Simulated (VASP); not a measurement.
# OsI (R-3m) in VASP: notebook

Runs on OsI. Level: PBE. Tasks: single point, relaxation of cell and atoms.

All numbers are computed with VASP 6.6.1; they aren't measurements. Logs are shortened: lines on timing, memory, paths and dates and some standing lists are left out, and cuts for length are marked.

## (1) The cell of the first run

It takes space group R-3m (No. 166, trigonal). The conventional cell has a = 3.299 Å, b = 3.299 Å, c = 12.631 Å, α = 90.00°, β = 90.00°, γ = 120.00°. Within 3.7 Å of Os (site symmetry -3m) lie 6 I at 2.84 Å and 6 Os at 3.30 Å. I (site symmetry -3m) has 6 Os at 2.84 Å and 6 I at 3.30 Å within 3.7 Å.

## (2) Single point, PBE

File INCAR:

```
ALGO = Normal
EDIFF = 1E-7
ENCUT = 520
GGA = PE
ISIF = 2
ISMEAR = 0
LASPH = True
LCHARG = True
LELF = True
LREAL = False
LVHAR = True
LWAVE = False
NBANDS = 14
NELM = 80
PREC = Accurate
SIGMA = 0.1
```

File KPOINTS:

```
k-points
0
Gamma
  18 18 18
```

File POSCAR:

```
OsI
1.0
    1.6494372785      0.9523030568      4.2104197346
   -1.6494372785      0.9523030568      4.2104197346
    0.0000000000     -1.9046061135      4.2104197346
Os I
1 1
Direct
    0.0000000000      0.0000000000      0.0000000000
    0.5000000000      0.5000000000      0.5000000000
```

Potentials or basis: VASP PAW PBE potentials, release 64 (Os, I).

The run is started by

```sh
$ cat potpaw_PBE.64/Os/POTCAR potpaw_PBE.64/I/POTCAR > POTCAR
$ mpirun -np 1 vasp_std > vasp.out
```

OUTCAR:

```text
EDIFF = 1E-7
   ENCUT = 520
   GGA = PE
   ISIF = 2
   ISMEAR = 0
   LASPH = True
   LREAL = False
   NELM = 80
   PREC = Accurate

 ion  position               nearest neighbor table
   1  0.000  0.000  0.000-   2 2.84   2 2.84   2 2.84   2 2.84   2 2.84   2 2.84
   2  0.500  0.500  0.500-   1 2.84   1 2.84   1 2.84   1 2.84   1 2.84   1 2.84

  LATTYP: Found a trigonal (rhomboedric) cell.
 ALAT       =     4.6211642244
 COS(alpha) =     0.7452003647

  Lattice vectors:

 A1 = (   1.6494372785,   0.9523030568,   4.2104197346)
 A2 = (  -1.6494372785,   0.9523030568,   4.2104197346)
 A3 = (   0.0000000000,  -1.9046061135,   4.2104197346)

Analysis of symmetry for initial positions (statically):
=====================================================================
 Subroutine PRICEL returns:
 Original cell was already a primitive cell.

 Routine SETGRP: Setting up the symmetry group for a
 trigonal (rhombohedral) supercell.

 Subroutine GETGRP returns: Found 12 space group operations
 (whereof 12 operations were pure point group operations)
 out of a pool of 12 trial point group operations.

The static configuration has the point symmetry D_3d.

Analysis of symmetry for dynamics (positions and initial velocities):
=====================================================================
 Subroutine PRICEL returns:
 Original cell was already a primitive cell.

 Routine SETGRP: Setting up the symmetry group for a
 trigonal (rhombohedral) supercell.

 Subroutine GETGRP returns: Found 12 space group operations
 (whereof 12 operations were pure point group operations)
 out of a pool of 12 trial point group operations.

The dynamic configuration has the point symmetry D_3d.

 Subroutine INISYM returns: Found 12 space group operations
 (whereof 12 operations are pure point group operations),
 and found     1 'primitive' translations

----------------------------------------------------------------------------------------

                                     Primitive cell

  volume of cell :      39.6815

  direct lattice vectors                    reciprocal lattice vectors
     1.649437278  0.952303057  4.210419735     0.303133685  0.175014314  0.079168671
    -1.649437278  0.952303057  4.210419735    -0.303133685  0.175014314  0.079168671
     0.000000000 -1.904606114  4.210419735     0.000000000 -0.350028629  0.079168671

  length of vectors
     4.621164224  4.621164224  4.621164224     0.358870059  0.358870059  0.358870059

  position of ions in fractional coordinates (direct lattice)
     0.000000000  0.000000000  0.000000000
     0.500000000  0.500000000  0.500000000

  ion indices of the primitive-cell ions
   primitive index   ion index
                 1           1
                 2           2

----------------------------------------------------------------------------------------

 KPOINTS: k-points

Automatic generation of k-mesh.
 Grid dimensions read from file:
 generate k-points for:   18   18   18

 Generating k-lattice:

  Cartesian coordinates                     Fractional coordinates (reciprocal lattice)
     0.016840760  0.009723017  0.004398259     0.055555556  0.000000000 -0.000000000
    -0.016840760  0.009723017  0.004398259     0.000000000  0.055555556 -0.000000000
     0.000000000 -0.019446035  0.004398259    -0.000000000 -0.000000000  0.055555556

  Length of vectors
     0.019937226  0.019937226  0.019937226

  Shift w.r.t. Gamma in fractional coordinates (k-lattice)
     0.000000000  0.000000000  0.000000000

 Subroutine IBZKPT returns following result:
 ===========================================

 Found    580 irreducible k-points:

 Following reciprocal coordinates:
            Coordinates               Weight
  0.000000  0.000000  0.000000      1.000000
  0.055556  0.000000  0.000000      6.000000
  0.111111  0.000000  0.000000      6.000000
  0.166667  0.000000 -0.000000      6.000000
  0.222222  0.000000  0.000000      6.000000
  0.277778 -0.000000 -0.000000      6.000000
[... 16 lines left out ...]
 -0.277778  0.055556  0.000000     12.000000
 -0.222222  0.055556  0.000000     12.000000
 [... further k-points ...]
   k-points           NKPTS =    580   k-points in BZ     NKDIM =    580   number of bands    NBANDS=     14
   number of dos      NEDOS =    301   number of ions     NIONS =      2
   total plane-waves  NPLWV =  46656
   dimension x,y,z NGX =    36 NGY =   36 NGZ =   36
   dimension x,y,z NGXF=    72 NGYF=   72 NGZF=   72
   ions per type =               1   1
   NGX,Y,Z   is equivalent  to a cutoff of  12.95, 12.95, 12.95 a.u.
   NGXF,Y,Z  is equivalent  to a cutoff of  25.90, 25.90, 25.90 a.u.
 SYSTEM =  unknown system
   PREC   = accura    normal or accurate (medium, high low for compatibility)
   ISTART =      0    job   : 0-new  1-cont  2-samecut
   ICHARG =      2    charge: 1-file 2-atom 10-const
   ISPIN  =      1    spin polarized calculation?
   LNONCOLLINEAR =      F non collinear calculations
   LSORBIT =      F    spin-orbit coupling
   LASPH  =      T    aspherical Exc in radial PAW
   ENCUT  =  520.0 eV  38.22 Ry    6.18 a.u.   8.59  8.59  8.59*2*pi/ulx,y,z
   NELM   =     80;   NELMIN=  2; NELMDL= -5     # of ELM steps
   EDIFF  = 0.1E-06   stopping-criterion for ELM
   LREAL  =      F    real-space projection
   EDIFFG = 0.1E-05   stopping-criterion for IOM
   NSW    =      0    number of steps for IOM
   IBRION =     -1    ionic relax: 0-MD 1-quasi-New 2-CG
   NFREE  =      0    steps in history (QN), initial steepest desc. (CG)
   ISIF   =      2    stress and relaxation
   ISYM   =      2    0-nonsym 1-usesym 2-fastsym
   POTIM  = 0.5000    time-step for ionic-motion
   TEBEG  =    0.0;   TEEND  =   0.0 temperature during run
   PSTRESS=    0.0 pullay stress
   NELECT =      15.0000    total number of electrons
   NUPDOWN=      -1.0000    fix difference up-down
   EMIN   =  10.00;   EMAX   =-10.00  energy-range for DOS
   EFERMI =   0.00;   METHOD = LEGACY
   ISMEAR =     0;   SIGMA  =   0.10  broadening in eV -4-tet -1-fermi 0-gaus
   EFERMI_NEDOS =   21; number of points for ismear=-14 and -15
   IALGO  =     38    algorithm
   IMIX   =      4    mixing-type and parameters
     AMIX     =   0.40;   BMIX     =  1.00
     AMIX_MAG =   1.60;   BMIX_MAG =  1.00
  volume/ion in A,a.u.               =      19.84       133.89
  Fermi-wavevector in a.u.,A,eV,Ry     =   1.183703  2.236874 19.063838  1.401153
  Thomas-Fermi vector in A             =   2.319932
   LORBIT       =      0    0 simple, 1 ext, 2 COOP (PROOUT), +10 PAW based schemes
   GGA     = PE    functional components
   LHFCALC =     F    Hartree Fock is set to
   AEXX    =    0.0000 exact exchange contribution
   IVDW    =     0    specifies the selected vdW correction
   LEPSILON=     F    determine dielectric tensor
   LRPA    =     F    only Hartree local field effects (RPA)
 non-spin polarized calculation
 Gauss-broadening in eV      SIGMA  =   0.10
  energy-cutoff  :      520.00
  volume of cell :       39.68
 maximum number of plane-waves:      1082
   NGX = 17   NGY = 17   NGZ = 17

 number of electron      15.0000000 magnetization

 Free energy of the ion-electron system (eV)
  ---------------------------------------------------
  ext. energy  EPLUGINS =         0.00000000
  ---------------------------------------------------
  free energy    TOTEN  =        -9.51384817 eV

  energy without entropy =       -9.50562068  energy(sigma->0) =       -9.50973442

 E-fermi :   9.8924     XC(G=0): -11.9138

 val. band max:        9.8923783648   @ k =  -0.2778   0.2222   0.1667
 cond. band min:       9.8924781549   @ k =   0.1111   0.0556   0.0556
 fundamental gap:      0.0000997901
 Fermi energy:         9.8923790473

 k-point     1 :       0.0000    0.0000    0.0000
  band No.  band energies     occupation
      1      -7.0848      2.00000
      2       4.0155      2.00000
      3       5.1753      2.00000
      4       7.8297      2.00000
      5       7.8297      2.00000
      6       8.5256      2.00000
      7       8.5256      2.00000
      8       9.2855      2.00000
      9       9.2855      2.00000
     10      10.6920      0.00000
     11      17.4963      0.00000
     12      18.5717      0.00000
     13      19.6174      0.00000
     14      19.7349      0.00000

 k-point     2 :       0.0556    0.0000    0.0000
  band No.  band energies     occupation
      1      -7.0335      2.00000
      2       3.9525      2.00000
      3       5.2743      2.00000
      4       7.7951      2.00000
      5       7.8582      2.00000
      6       8.2253      2.00000
      7       8.2488      2.00000
      8       9.1090      2.00000
      9       9.5944      1.99997
     10      11.0058      0.00000
     11      17.6592      0.00000
     12      18.2915      0.00000
     13      19.0926      0.00000
     14      19.8348      0.00000

 k-point     3 :       0.1111    0.0000    0.0000
  band No.  band energies     occupation
      1      -6.8813      2.00000
      2       3.8024      2.00000
      3       5.5327      2.00000
      4       7.1855      2.00000
      5       7.6099      2.00000
      6       7.8840      2.00000
      7       8.0976      2.00000
      8       9.1741      2.00000
      9      10.0794      0.00817
     10      11.4531      0.00000
     11      17.3009      0.00000
     12      18.3485      0.00000
     13      19.0271      0.00000
     14      20.1353      0.00000
[... 324 lines left out ...]
 k-point    23 :      -0.2778    0.0556    0.0000
  band No.  band energies     occupation
      1      -5.6569      2.00000
      2       3.0607      2.00000
      3       3.3282      2.00000
      4       5.9553      2.00000
      5       6.7740      2.00000
      6       8.0591      2.00000
      7       9.3197      2.00000
      8      10.4086      0.00000
      9      11.4629      0.00000
     10      12.2225      0.00000
     11      14.9515      0.00000
     12      15.6096      0.00000
     13      17.9947      0.00000
     14      20.5819      0.00000

 k-point    24 :      -0.2222    0.0556    0.0000
  band No.  band energies     occupation
      1      -6.0851      2.00000
      2       3.4619      2.00000
      3       4.1887      2.00000
      4       6.2872      2.00000
      5       6.5799      2.00000
      6       7.7966      2.00000
      7       8.8886      2.00000
      8       9.9189      0.70784
      9      11.1182      0.00000
     10      12.0659      0.00000
     11      15.5946      0.00000
     12      16.7440      0.00000
     13      18.7793      0.00000
     14      20.3389      0.00000

 [... further k-points ...]

------------------------ aborting loop because EDIFF is reached ----------------------------------------

  FORCE on cell =-STRESS in cart. coord.  units (eV):
  Direction    XX          YY          ZZ          XY          YZ          ZX
  --------------------------------------------------------------------------------------
  -------------------------------------------------------------------------------------
  Total        0.0009015      0.0009015     -0.0619006      0.0000000     -0.0000000      0.0000000
  in kB        0.0363991      0.0363991     -2.4992952      0.0000000     -0.0000000      0.0000000
  external PRESSURE =      -0.8088324 kB  Pullay stress =       0.0000000 kB

 VOLUME and BASIS-vectors are now :
 -----------------------------------------------------------------------------
  energy-cutoff  :      520.00
  volume of cell :       39.68
      direct lattice vectors                 reciprocal lattice vectors
     1.649437278  0.952303057  4.210419735     0.303133685  0.175014314  0.079168671
    -1.649437278  0.952303057  4.210419735    -0.303133685  0.175014314  0.079168671
     0.000000000 -1.904606114  4.210419735     0.000000000 -0.350028629  0.079168671

 POSITION                                       TOTAL-FORCE (eV/Angst)
 -----------------------------------------------------------------------------------
      0.00000      0.00000      0.00000         0.000000     -0.000000      0.000000
      0.00000      0.00000      6.31563         0.000000      0.000000     -0.000000
 -----------------------------------------------------------------------------------
    total drift:                                0.000000      0.000000      0.000000

  FREE ENERGIE OF THE ION-ELECTRON SYSTEM (eV)
  ---------------------------------------------------
  free  energy   TOTEN  =        -9.5138481678 eV

  energy  without entropy=       -9.5056206784  energy(sigma->0) =       -9.50973442
```

It took 6 min on 1 thread of AMD EPYC 9R45 (Zen 5), shared host; peak memory 0.47 GiB.

Results:

```yaml
Free_energy: -9.5138 eV
Pressure: -0.1 GPa
Band_gap_on_the_k_mesh: zero (an odd number of electrons rules out a gap without spin polarisation)
```

Stress tensor (GPa, compression positive):
```
 0.00  0.00  0.00
 0.00  0.00  0.00
 0.00  0.00 -0.25
```

Caveat: spin-orbit coupling is left out, which moves the levels of the heavy elements; an odd number of electrons without spin polarisation forces a metal; a magnetic or distorted state may lie lower.

## (3) Relaxation of cell and atoms, PBE, collinear spin

This run uses another cell than the first one, of 27.07 Å³/atom.

File INCAR:

```
SYSTEM = OsI
PREC = Accurate
ENCUT = 600
EDIFF = 1E-6
ISMEAR = 0
SIGMA = 0.1
LREAL = .FALSE.
LASPH = .TRUE.
NELM = 150
ALGO = Normal
ISIF = 3
LWAVE = .FALSE.
LCHARG = .FALSE.
ISPIN = 2
MAGMOM = 1.47 0
LORBIT = 11
LMAXMIX = 4
GGA = PE
IBRION = 2
NSW = 90
EDIFFG = -0.04
```

File KPOINTS:

```
Automatic mesh
0
G
  6 6 6
  0 0 0
```

File POSCAR:

```
OsI
1.0
    1.6992424200      0.9810580686      5.4124017821
   -1.6992424200      0.9810580686      5.4124017821
    0.0000000000     -1.9621161371      5.4124017821
Os I
1 1
Direct
    0.0000000000      0.0000000000      0.0000000000
    0.5000000000      0.5000000000      0.5000000000
```

Potentials or basis: VASP PAW PBE potentials, release 64 (Os, I).

The run is started by

```sh
$ cat potpaw_PBE.64/Os/POTCAR potpaw_PBE.64/I/POTCAR > POTCAR
$ mpirun -np 1 vasp_std > vasp.out
```

It took 10 min on 1 thread of AMD EPYC 9R45 (Zen 5), shared host; peak memory 0.43 GiB.

Results (log left out):

* Free energy: -9.5111 eV
* Relaxed volume: 19.82 Å³/atom
* Relaxed cell: a = 4.601 Å, b = 4.601 Å, c = 4.601 Å, α = 42.13°, β = 42.13°, γ = 42.13°
* Space group after relaxing (to 0.1 Å): R-3m (No. 166)
* Energy gained by relaxing: 826.0 meV/atom
* Ionic steps: 8
* Pressure after relaxing: 0.1 GPa
* Net moment: 0.00 μB per cell
* Valence electrons inside the program's atomic spheres: Os 6.91; I 4.26

Stress tensor (GPa, compression positive):
```
 0.09  0.00  0.00
 0.00  0.09  0.00
 0.00  0.00 -0.03
```

The path:
```
step  energy change (eV)  largest force (eV/Å)  pressure (GPa)  volume (Å³)
   1              0.0000                0.0000          -16.20        54.14
   2             -1.2299                0.0000           18.33        35.33
   3             -1.3691                0.0000            2.73        38.44
   4             -1.5704                0.0000           10.01        37.02
   5             -1.5721                0.0000            9.34        37.10
   6             -1.5923                0.0000           -6.89        42.29
   7             -1.6509                0.0000           -0.48        39.71
   8             -1.6521                0.0000            0.05        39.65
```

Final structure:
```yaml
crystal:
  lattice:
    - [1.65362, 0.95472, 4.18563]
    - [-1.65362, 0.95472, 4.18563]
    - [0.00000, -1.90943, 4.18563]
  atoms:
    - { symbol: Os, position: [0.00000, 0.00000, 0.00000] }
    - { symbol: I, position: [0.50000, 0.50000, 0.50000] }
```

Levels at points of the mesh, in eV from the Fermi level:
Spin up:
```csv
k point,band 5,band 6,band 7,band 8,band 9,band 10,band 11,band 12
"(0.00, 0.00, 0.00)",-2.05,-1.36,-1.36,-0.65,-0.65,0.88,7.63,8.65
"(0.50, 0.00, 0.00)",-3.02,0.32,0.78,0.86,1.95,2.97,3.49,5.58
"(0.50, 0.50, 0.00)",-2.82,-2.69,-1.69,-0.65,0.35,1.95,5.98,6.13
"(0.50, 0.50, 0.50)",-2.83,-1.31,-1.31,2.00,2.00,5.41,6.39,7.34
```
Spin down:
```
           k point  band 6  band 7  band 8  band 9  band 10  band 11
(0.00, 0.00, 0.00)   -1.36   -1.36   -0.65   -0.65     0.88     7.63
(0.50, 0.00, 0.00)    0.32    0.78    0.86    1.95     2.97     3.49
(0.50, 0.50, 0.00)   -2.69   -1.69   -0.65    0.35     1.95     5.98
(0.50, 0.50, 0.50)   -1.31   -1.31    2.00    2.00     5.41     6.39
```

Caveat: the k points lie up to 0.38 Å⁻¹ apart in the final cell; the volume moved by over 15 % at a fixed basis, so the end points are rough; spin-orbit coupling is left out, which moves the levels of the heavy elements.

## (4) Relaxation of cell and atoms, PBE

This run uses another cell than the first one, of 19.80 Å³/atom.

File INCAR:

```
  PREC = Accurate
  ENCUT = 600
  EDIFF = 1E-6
  ISMEAR = 0
  SIGMA = 0.1
  LREAL = F
  LASPH = T
  NELM = 80
  ALGO = Normal
  ISIF = 3
  LWAVE = F
  LCHARG = F
  GGA = PE
  IBRION = 2
  NSW = 100
  EDIFFG = -0.01
```

File KPOINTS:

```
Automatic mesh
0
Gamma
  18 18 18
```

File POSCAR:

```
OsI
1.0
    1.6495521146      0.9523693574      4.2013610434
   -1.6495521146      0.9523693574      4.2013610434
    0.0000000000     -1.9047387148      4.2013610434
Os I
1 1
Direct
    0.0000000000      0.0000000000      0.0000000000
    0.5000000000      0.5000000000      0.5000000000
```

The run is started by

```sh
$ cat potpaw_PBE.64/Os/POTCAR potpaw_PBE.64/I/POTCAR > POTCAR
$ mpirun -np 1 vasp_std > vasp.out
```

Wall time 10 min (1 thread of AMD EPYC 9R45 (Zen 5), shared host); peak memory 0.55 GiB.

It converged, with:

```
Free energy                           : -9.5143 eV
Relaxed volume                        : 19.84 Å³/atom
Relaxed cell                          : a = 4.617 Å, b = 4.617 Å, c = 4.617 Å, α = 41.90°, β = 41.90°, γ = 41.90°
Space group after relaxing (to 0.1 Å) : R-3m (No. 166)
Energy gained by relaxing             : 0.0 meV/atom
Ionic steps                           : 3
Pressure after relaxing               : 0.0 GPa
Band gap on the k mesh                : zero (an odd number of electrons rules out a gap without spin polarisation)
```

Final structure:
```
CELL_PARAMETERS angstrom
1.65054 0.95294 4.20483
-1.65054 0.95294 4.20483
0.00000 -1.90588 4.20483
ATOMIC_POSITIONS crystal
Os 0.00000 0.00000 0.00000
I 0.50000 0.50000 0.50000
```

Levels at points of the mesh, in eV from the Fermi level:
| k point | band 4 | band 5 | band 6 | band 7 | band 8 | band 9 | band 10 | band 11 |
| --- | --- | --- | --- | --- | --- | --- | --- | --- |
| (0.00, 0.00, 0.00) | -2.07 | -2.07 | -1.37 | -1.37 | -0.62 | -0.62 | 0.81 | 7.60 |
| (0.50, 0.00, 0.00) | -4.48 | -3.07 | 0.31 | 0.74 | 0.82 | 1.88 | 2.90 | 3.48 |
| (0.50, 0.50, 0.00) | -4.13 | -2.80 | -2.73 | -1.71 | -0.71 | 0.34 | 1.96 | 5.90 |
| (0.50, 0.50, 0.50) | -3.32 | -2.90 | -1.34 | -1.34 | 1.96 | 1.96 | 5.44 | 6.30 |

Caveat: spin-orbit coupling is left out, which moves the levels of the heavy elements; an odd number of electrons without spin polarisation forces a metal; a magnetic or distorted state may lie lower.

## (5) Overview

```tsv
task	spin	cell	k mesh	cutoff (eV)	gap on the mesh (eV)	pressure (GPa)	relaxed volume (Å³/atom)
single point	off	a = 4.621 Å, angles 41.8°, 2 atoms	18 × 18 × 18	520	none	-0.1	-
relaxation of cell and atoms	collinear	relaxed from a = 5.757 Å, angles 34.3°, 2 atoms	6 × 6 × 6	600	none	0.1	19.82
relaxation of cell and atoms	off	relaxed from a = 4.613 Å, angles 41.9°, 2 atoms	18 × 18 × 18	600	none	0.0	19.84
```

Alike in all rows: level PBE; potentials or basis VASP PAW PBE potentials, release 64 (Os, I); smearing gaussian 0.1 eV.

Caveats: some runs use coarse meshes; spin-orbit coupling is left out, which moves the levels of the heavy elements; an odd number of electrons without spin polarisation forces a metal (at least some runs); a magnetic or distorted state may lie lower (at least some runs); the volume moved by over 15 % at a fixed basis, so the end points are rough (at least some runs).

Total energies depend on the potentials used, so only differences within one code and one set of settings carry meaning.
